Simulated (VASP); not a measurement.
# ZrBrF (P4/mmm) in VASP: further runs

Runs on ZrBrF. Level: PBE. Tasks: single point, relaxation of cell and atoms.

All numbers are computed with VASP 6.6.1; they aren't measurements. Logs are shortened: lines on timing, memory, paths and dates and some standing lists are left out, and cuts for length are marked.

## Step 1: The cell of the first run

The structure is tetragonal, space group P4/mmm (No. 123). Conventional cell: a = 3.374 Å, b = 3.374 Å, c = 5.230 Å, α = 90.00°, β = 90.00°, γ = 90.00°. Within 3.2 Å of Zr (site symmetry 4/mmm) lie 4 F at 2.39 Å and 2 Br at 2.61 Å. Br (site symmetry 4/mmm) has 2 Zr at 2.61 Å and 4 Br at 3.37 Å within 3.4 Å. F (site symmetry 4/mmm) has 4 Zr at 2.39 Å within 3.2 Å.

## Step 2: Single point, PBE

File INCAR:

```
SYSTEM = ZrBrF
PREC = Accurate ; ENCUT = 520
EDIFF = 1E-7 ; ISMEAR = 0
SIGMA = 0.1 ; LREAL = .FALSE.
LASPH = .TRUE. ; NELM = 100
ALGO = Normal ; ISIF = 2
LWAVE = .FALSE. ; LCHARG = .FALSE.
GGA = PE ; NBANDS = 20
```

File KPOINTS:

```
Automatic mesh
0
G
  4 4 4
  0 0 0
```

File POSCAR:

```
ZrBrF
1.0
    3.3737900778      0.0000000000      0.0000000000
    0.0000000000      3.3737900778      0.0000000000
    0.0000000000      0.0000000000      5.2298148731
Zr Br F
1 1 1
Direct
    0.0000000000      0.0000000000      0.5000000000
    0.0000000000      0.0000000000      0.0000000000
    0.5000000000      0.5000000000      0.5000000000
```

Potentials or basis: VASP PAW PBE potentials, release 64 (Zr_sv, Br, F).

Command:

```bash
$ cat potpaw_PBE.64/Zr_sv/POTCAR potpaw_PBE.64/Br/POTCAR potpaw_PBE.64/F/POTCAR > POTCAR
$ mpirun -np 1 vasp_std > vasp.out
```

OUTCAR:

```text
SYSTEM = ZrBrF
   PREC = Accurate
   ENCUT = 520
   EDIFF = 1E-7
   ISMEAR = 0
   LREAL = .FALSE.
   LASPH = .TRUE.
   NELM = 100
   ISIF = 2
   GGA = PE

 ion  position               nearest neighbor table
   1  0.000  0.000  0.500-   3 2.39   3 2.39   3 2.39   3 2.39   2 2.61   2 2.61
   2  0.000  0.000  0.000-   1 2.61   1 2.61
   3  0.500  0.500  0.500-   1 2.39   1 2.39   1 2.39   1 2.39

  LATTYP: Found a simple tetragonal cell.
 ALAT       =     3.3737900778
 C/A-ratio  =     1.5501304920

  Lattice vectors:

 A1 = (   3.3737900778,   0.0000000000,   0.0000000000)
 A2 = (   0.0000000000,   3.3737900778,   0.0000000000)
 A3 = (   0.0000000000,   0.0000000000,   5.2298148731)

Analysis of symmetry for initial positions (statically):
=====================================================================
 Subroutine PRICEL returns:
 Original cell was already a primitive cell.

 Routine SETGRP: Setting up the symmetry group for a
 simple tetragonal supercell.

 Subroutine GETGRP returns: Found 16 space group operations
 (whereof 16 operations were pure point group operations)
 out of a pool of 16 trial point group operations.

The static configuration has the point symmetry D_4h.

Analysis of symmetry for dynamics (positions and initial velocities):
=====================================================================
 Subroutine PRICEL returns:
 Original cell was already a primitive cell.

 Routine SETGRP: Setting up the symmetry group for a
 simple tetragonal supercell.

 Subroutine GETGRP returns: Found 16 space group operations
 (whereof 16 operations were pure point group operations)
 out of a pool of 16 trial point group operations.

The dynamic configuration has the point symmetry D_4h.

 Subroutine INISYM returns: Found 16 space group operations
 (whereof 16 operations are pure point group operations),
 and found     1 'primitive' translations

----------------------------------------------------------------------------------------

                                     Primitive cell

  volume of cell :      59.5282

  direct lattice vectors                    reciprocal lattice vectors
     3.373790078  0.000000000  0.000000000     0.296402555  0.000000000  0.000000000
     0.000000000  3.373790078  0.000000000     0.000000000  0.296402555  0.000000000
     0.000000000  0.000000000  5.229814873     0.000000000  0.000000000  0.191211357

  length of vectors
     3.373790078  3.373790078  5.229814873     0.296402555  0.296402555  0.191211357

  position of ions in fractional coordinates (direct lattice)
     0.000000000  0.000000000  0.500000000
     0.000000000  0.000000000  0.000000000
     0.500000000  0.500000000  0.500000000

  ion indices of the primitive-cell ions
   primitive index   ion index
                 1           1
                 2           2
                 3           3

----------------------------------------------------------------------------------------

 KPOINTS: Automatic mesh

Automatic generation of k-mesh.
 Grid dimensions read from file:
 generate k-points for:    4    4    4

 Generating k-lattice:

  Cartesian coordinates                     Fractional coordinates (reciprocal lattice)
     0.074100639  0.000000000  0.000000000     0.250000000  0.000000000  0.000000000
     0.000000000  0.074100639  0.000000000     0.000000000  0.250000000  0.000000000
     0.000000000  0.000000000  0.047802839     0.000000000  0.000000000  0.250000000

  Length of vectors
     0.074100639  0.074100639  0.047802839

  Shift w.r.t. Gamma in fractional coordinates (k-lattice)
     0.000000000  0.000000000  0.000000000

 Subroutine IBZKPT returns following result:
 ===========================================

 Found     18 irreducible k-points:

 Following reciprocal coordinates:
            Coordinates               Weight
  0.000000  0.000000  0.000000      1.000000
  0.250000  0.000000  0.000000      4.000000
  0.500000  0.000000  0.000000      2.000000
  0.250000  0.250000  0.000000      4.000000
  0.500000  0.250000  0.000000      4.000000
  0.500000  0.500000  0.000000      1.000000
[... 10 lines left out ...]
  0.500000  0.250000  0.500000      4.000000
  0.500000  0.500000  0.500000      1.000000
   k-points           NKPTS =     18   k-points in BZ     NKDIM =     18   number of bands    NBANDS=     20
   number of dos      NEDOS =    301   number of ions     NIONS =      3
   total plane-waves  NPLWV =  31360
   dimension x,y,z NGX =    28 NGY =   28 NGZ =   40
   dimension x,y,z NGXF=    56 NGYF=   56 NGZF=   80
   ions per type =               1   1   1
   NGX,Y,Z   is equivalent  to a cutoff of  13.80, 13.80, 12.72 a.u.
   NGXF,Y,Z  is equivalent  to a cutoff of  27.59, 27.59, 25.43 a.u.
 SYSTEM =  ZrBrF
   PREC   = accura    normal or accurate (medium, high low for compatibility)
   ISTART =      0    job   : 0-new  1-cont  2-samecut
   ICHARG =      2    charge: 1-file 2-atom 10-const
   ISPIN  =      1    spin polarized calculation?
   LNONCOLLINEAR =      F non collinear calculations
   LSORBIT =      F    spin-orbit coupling
   LASPH  =      T    aspherical Exc in radial PAW
   ENCUT  =  520.0 eV  38.22 Ry    6.18 a.u.   6.27  6.27  9.72*2*pi/ulx,y,z
   NELM   =    100;   NELMIN=  2; NELMDL= -5     # of ELM steps
   EDIFF  = 0.1E-06   stopping-criterion for ELM
   LREAL  =      F    real-space projection
   EDIFFG = 0.1E-05   stopping-criterion for IOM
   NSW    =      0    number of steps for IOM
   IBRION =     -1    ionic relax: 0-MD 1-quasi-New 2-CG
   NFREE  =      0    steps in history (QN), initial steepest desc. (CG)
   ISIF   =      2    stress and relaxation
   ISYM   =      2    0-nonsym 1-usesym 2-fastsym
   POTIM  = 0.5000    time-step for ionic-motion
   TEBEG  =    0.0;   TEEND  =   0.0 temperature during run
   PSTRESS=    0.0 pullay stress
   NELECT =      26.0000    total number of electrons
   NUPDOWN=      -1.0000    fix difference up-down
   EMIN   =  10.00;   EMAX   =-10.00  energy-range for DOS
   EFERMI =   0.00;   METHOD = LEGACY
   ISMEAR =     0;   SIGMA  =   0.10  broadening in eV -4-tet -1-fermi 0-gaus
   EFERMI_NEDOS =   21; number of points for ismear=-14 and -15
   IALGO  =     38    algorithm
   IMIX   =      4    mixing-type and parameters
     AMIX     =   0.40;   BMIX     =  1.00
     AMIX_MAG =   1.60;   BMIX_MAG =  1.00
  volume/ion in A,a.u.               =      19.84       133.91
  Fermi-wavevector in a.u.,A,eV,Ry     =   1.242105  2.347239 20.991422  1.542826
  Thomas-Fermi vector in A             =   2.376474
   LORBIT       =      0    0 simple, 1 ext, 2 COOP (PROOUT), +10 PAW based schemes
   GGA     = PE    functional components
   LHFCALC =     F    Hartree Fock is set to
   AEXX    =    0.0000 exact exchange contribution
   IVDW    =     0    specifies the selected vdW correction
   LEPSILON=     F    determine dielectric tensor
   LRPA    =     F    only Hartree local field effects (RPA)
 non-spin polarized calculation
 Gauss-broadening in eV      SIGMA  =   0.10
  energy-cutoff  :      520.00
  volume of cell :       59.53
 maximum number of plane-waves:      1624
 NGX is ok and might be reduce to    28
   NGX = 13   NGY = 13   NGZ = 19

 number of electron      25.9999997 magnetization

 Free energy of the ion-electron system (eV)
  ---------------------------------------------------
  ext. energy  EPLUGINS =         0.00000000
  ---------------------------------------------------
  free energy    TOTEN  =       -16.53554268 eV

  energy without entropy =      -16.51953948  energy(sigma->0) =      -16.52754108

 E-fermi :   6.4968     XC(G=0):  -9.8669

 val. band max:        6.4608636142   @ k =   0.2500   0.2500   0.2500
 cond. band min:       6.5095239977   @ k =   0.2500   0.0000   0.0000
 fundamental gap:      0.0486603836
 Fermi energy:         6.4968264633

 k-point     1 :       0.0000    0.0000    0.0000
  band No.  band energies     occupation
      1     -43.9044      2.00000
      2     -22.0222      2.00000
      3     -21.8127      2.00000
      4     -21.8127      2.00000
      5     -20.0424      2.00000
      6     -10.6238      2.00000
[... 12 lines left out ...]
     19      11.8911      0.00000
     20      13.6305      0.00000

 k-point     2 :       0.2500    0.0000    0.0000
  band No.  band energies     occupation
      1     -43.8902      2.00000
      2     -22.2773      2.00000
      3     -22.0045      2.00000
      4     -21.7872      2.00000
      5     -19.6114      2.00000
      6     -10.4050      2.00000
[... 12 lines left out ...]
     19      13.1697      0.00000
     20      14.3742      0.00000

 k-point     3 :       0.5000    0.0000    0.0000
  band No.  band energies     occupation
      1     -43.8758      2.00000
      2     -22.6260      2.00000
      3     -21.9866      2.00000
      4     -21.7614      2.00000
      5     -19.2935      2.00000
      6     -10.1636      2.00000
[... 12 lines left out ...]
     19      12.4573      0.00000
     20      14.7130      0.00000

 k-point     4 :       0.2500    0.2500    0.0000
  band No.  band energies     occupation
      1     -43.8765      2.00000
      2     -22.2576      2.00000
      3     -21.9877      2.00000
      4     -21.9625      2.00000
      5     -19.5995      2.00000
      6     -10.1900      2.00000
[... 12 lines left out ...]
     19      13.6731      0.00000
     20      15.1300      0.00000

 k-point     5 :       0.5000    0.2500    0.0000
  band No.  band energies     occupation
      1     -43.8629      2.00000
      2     -22.4001      2.00000
      3     -21.9708      2.00000
      4     -21.9383      2.00000
      5     -19.6251      2.00000
      6      -9.9536      2.00000
[... 12 lines left out ...]
     19      12.6486      0.00000
     20      13.1028      0.00000
[... 215 lines left out ...]
      6      -9.8431      2.00000
[... 12 lines left out ...]
     19      11.9205      0.00000
     20      15.3093      0.00000

 k-point    16 :       0.2500    0.2500    0.5000
  band No.  band energies     occupation
      1     -43.8765      2.00000
      2     -22.2570      2.00000
      3     -22.0104      2.00000
      4     -21.9620      2.00000
      5     -19.5993      2.00000
      6      -9.8761      2.00000
[... 12 lines left out ...]
     19      13.2843      0.00000
     20      13.3433      0.00000

 k-point    17 :       0.5000    0.2500    0.5000
  band No.  band energies     occupation
      1     -43.8628      2.00000
      2     -22.3994      2.00000
      3     -21.9924      2.00000
      4     -21.9378      2.00000
      5     -19.6250      2.00000
      6      -9.6360      2.00000
[... 12 lines left out ...]
     19      12.4569      0.00000
     20      13.2673      0.00000

 k-point    18 :       0.5000    0.5000    0.5000
  band No.  band energies     occupation
      1     -43.8498      2.00000
      2     -22.1089      2.00000
      3     -22.1089      2.00000
      4     -21.9756      2.00000
      5     -20.0193      2.00000
      6      -9.4071      2.00000
[... 12 lines left out ...]
     19      10.8529      0.00000
     20      10.8529      0.00000

------------------------ aborting loop because EDIFF is reached ----------------------------------------

  FORCE on cell =-STRESS in cart. coord.  units (eV):
  Direction    XX          YY          ZZ          XY          YZ          ZX
  --------------------------------------------------------------------------------------
  -------------------------------------------------------------------------------------
  Total        0.0084480      0.0084480      0.0037403      0.0000000     -0.0000000      0.0000000
  in kB        0.2273744      0.2273744      0.1006693      0.0000000     -0.0000000      0.0000000
  external PRESSURE =       0.1851394 kB  Pullay stress =       0.0000000 kB

 VOLUME and BASIS-vectors are now :
 -----------------------------------------------------------------------------
  energy-cutoff  :      520.00
  volume of cell :       59.53
      direct lattice vectors                 reciprocal lattice vectors
     3.373790078  0.000000000  0.000000000     0.296402555  0.000000000  0.000000000
     0.000000000  3.373790078  0.000000000     0.000000000  0.296402555  0.000000000
     0.000000000  0.000000000  5.229814873     0.000000000  0.000000000  0.191211357

 POSITION                                       TOTAL-FORCE (eV/Angst)
 -----------------------------------------------------------------------------------
      0.00000      0.00000      2.61491         0.000000      0.000000      0.000000
      0.00000      0.00000      0.00000         0.000000      0.000000      0.000000
      1.68690      1.68690      2.61491         0.000000      0.000000      0.000000
 -----------------------------------------------------------------------------------
    total drift:                                0.000000      0.000000      0.000000

  FREE ENERGIE OF THE ION-ELECTRON SYSTEM (eV)
  ---------------------------------------------------
  free  energy   TOTEN  =       -16.5355426818 eV

  energy  without entropy=      -16.5195394848  energy(sigma->0) =      -16.52754108
```

It took 16 s on 1 thread of AMD EPYC 7R13 (Zen 3), shared host; peak memory 0.16 GiB.

What came out:

| Property | Result |
| --- | --- |
| Free energy | -16.5355 eV |
| Pressure | 0.0 GPa |
| Band gap on the k mesh | zero (band 13 reaches 7.21 eV, above the bottom of band 14 at 5.26 eV) |

Caveat: the k points lie up to 0.47 Å⁻¹ apart.

## Step 3: Relaxation of cell and atoms, PBE

This run uses another cell than the first one, of 22.55 Å³/atom, 1.136 times its volume.

File INCAR:

```
ALGO = Normal
EDIFF = 1E-7
EDIFFG = -0.04
ENCUT = 600
GGA = PE
IBRION = 2
ISIF = 3
ISMEAR = 0
LASPH = T
LCHARG = F
LREAL = F
LWAVE = F
NELM = 100
NSW = 90
PREC = Accurate
SIGMA = 0.1
```

File KPOINTS:

```
k-points
0
Gamma
  4 4 4
```

File POSCAR:

```
ZrBrF
1.0
    4.1476613900      0.0000000000      0.0000000000
    0.0000000000      4.1476613900      0.0000000000
    0.0000000000      0.0000000000      3.9324751200
Zr Br F
1 1 1
Direct
    0.0000000000      0.0000000000      0.5000000000
    0.0000000000      0.0000000000      0.0000000000
    0.5000000000      0.5000000000      0.5000000000
```

Potentials or basis: VASP PAW PBE potentials, release 64 (Zr_sv, Br, F).

Command:

```bash
$ cat potpaw_PBE.64/Zr_sv/POTCAR potpaw_PBE.64/Br/POTCAR potpaw_PBE.64/F/POTCAR > POTCAR
$ mpirun -np 1 vasp_std > vasp.out
```

Run time: 5.1 min. Hardware: 1 thread of AMD EPYC 7R13 (Zen 3), shared host; peak memory 0.2 GiB.

The run converged. Its results:

```
Free energy                            : -16.4821 eV
Relaxed volume                         : 19.69 Å³/atom
Relaxed cell                           : a = 3.377 Å, b = 3.377 Å, c = 5.181 Å, α = 90.00°, β = 90.00°, γ = 90.00°
Space group after relaxing (to 0.05 Å) : P4/mmm (No. 123)
Energy gained by relaxing              : 3373.1 meV/atom
Ionic steps                            : 16
Pressure after relaxing                : -0.1 GPa
Band gap on the k mesh                 : zero (band 13 reaches 7.36 eV, above the bottom of band 14 at 5.32 eV)
```

Stress tensor (GPa, compression positive):
```
-0.19  0.00  0.00
 0.00 -0.19  0.00
 0.00  0.00 -0.03
```

The path:
```csv
step,energy change (eV),largest force (eV/Å),pressure (GPa),volume (Å³)
1,0.0000,0.0000,59.17,67.65
2,9.7698,0.0000,-40.89,136.23
3,-6.8091,0.0000,-16.97,100.66
4,-7.7745,0.0000,-14.58,95.32
5,-8.5832,0.0000,-5.96,84.02
6,-8.6101,0.0000,-8.30,86.06
7,-8.6128,0.0000,-7.70,85.49
8,-9.5051,0.0000,-7.12,72.57
9,-5.5646,0.0000,80.44,40.06
10,-9.8291,0.0000,-5.82,67.41
11,-9.8202,0.0000,10.75,52.27
12,-10.0989,0.0000,-1.75,60.79
13,-10.1181,0.0000,0.72,58.46
14,-10.1187,0.0000,0.14,58.95
15,-10.1186,0.0000,-0.43,59.21
16,-10.1192,0.0000,-0.14,59.07
```

Final structure:
```cif
data_structure
_symmetry_space_group_name_H-M 'P 1'
_symmetry_Int_Tables_number 1
_cell_length_a 3.3767
_cell_length_b 3.3767
_cell_length_c 5.1808
_cell_angle_alpha 90.000
_cell_angle_beta 90.000
_cell_angle_gamma 90.000
_cell_volume 59.07
loop_
_atom_site_label
_atom_site_type_symbol
_atom_site_fract_x
_atom_site_fract_y
_atom_site_fract_z
_atom_site_occupancy
Zr1 Zr 0.00000 0.00000 0.50000 1
Br1 Br 0.00000 0.00000 0.00000 1
F1 F 0.50000 0.50000 0.50000 1
```

Levels at points of the mesh, in eV from the Fermi level:
```tsv
k point	band 11	band 12	band 13	band 14	band 15	band 16
(0.00, 0.00, 0.00)	-2.85	-2.85	-2.24	-0.51	0.76	0.76
(0.50, 0.00, 0.00)	-4.96	-2.49	-0.60	0.39	1.07	1.41
(0.50, 0.50, 0.00)	-5.28	-4.44	-1.26	-1.26	0.91	1.49
(0.00, 0.00, 0.50)	-3.29	-3.29	-2.19	-0.32	1.77	2.03
(0.50, 0.00, 0.50)	-5.66	-2.90	0.45	1.01	2.23	2.41
(0.50, 0.50, 0.50)	-5.80	-5.80	0.60	0.60	1.11	3.13
```

Caveat: the k points lie up to 0.47 Å⁻¹ apart in the final cell.
